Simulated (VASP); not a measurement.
Set up this calculation in VASP 6.6.1, as the native input.

```
Task                   : single point
Functional             : PBE
Dispersion             : D4
Potentials or basis    : VASP PAW PBE potentials, release 64 (Ag)
Cutoff                 : 520 eV
k mesh                 : 11 × 11 × 11
Occupations            : tetrahedron
Spin                   : no spin polarisation
Hubbard terms          : Ag d U = 2.0 eV
Dipole correction      : no
Further INCAR settings : ALGO = Normal; EDIFF = 1e-06; NBANDS = 12
```

The structure of Ag lies in POSCAR:

```
Ag
1.0
    0.0000000000      2.0427500000      2.0427500000
    2.0427500000      0.0000000000      2.0427500000
    2.0427500000      2.0427500000      0.0000000000
Ag
1
Direct
    0.0000000000      0.0000000000      0.0000000000
```

One way to write it, as run:

INCAR

```
ALGO = Normal
EDIFF = 1E-6
ENCUT = 520
GGA = PE
ISIF = 2
ISMEAR = -5
IVDW = 13
LASPH = True
LCHARG = False
LDAU = True
LDAUJ = 0
LDAUL = 2
LDAUPRINT = 1
LDAUTYPE = 2
LDAUU = 2
LMAXMIX = 4
LREAL = False
LWAVE = False
NBANDS = 12
NELM = 150
PREC = Accurate
SIGMA = 0.05
```

KPOINTS

```
k-points
0
Gamma
  11 11 11
```

Potentials or basis: VASP PAW PBE potentials, release 64 (Ag).

The run is started by

```bash
$ cat potpaw_PBE.64/Ag/POTCAR > POTCAR
$ mpirun -np 1 vasp_std > vasp.out
```

It gave:

```
Pressure                   : -1.0 GPa
Dispersion energy per atom : -0.568 eV
```

Caveat: U without spin polarisation on a metal has little footing; pairwise dispersion overbinds metals, which lowers pressure and volume; the U is typed as a test and isn't derived for this compound; tetrahedron occupations give inexact forces and stress in metals.

Run time: 20 s on 1 thread of AMD EPYC 7R13, with other jobs on the host, peak memory 0.11 GiB.
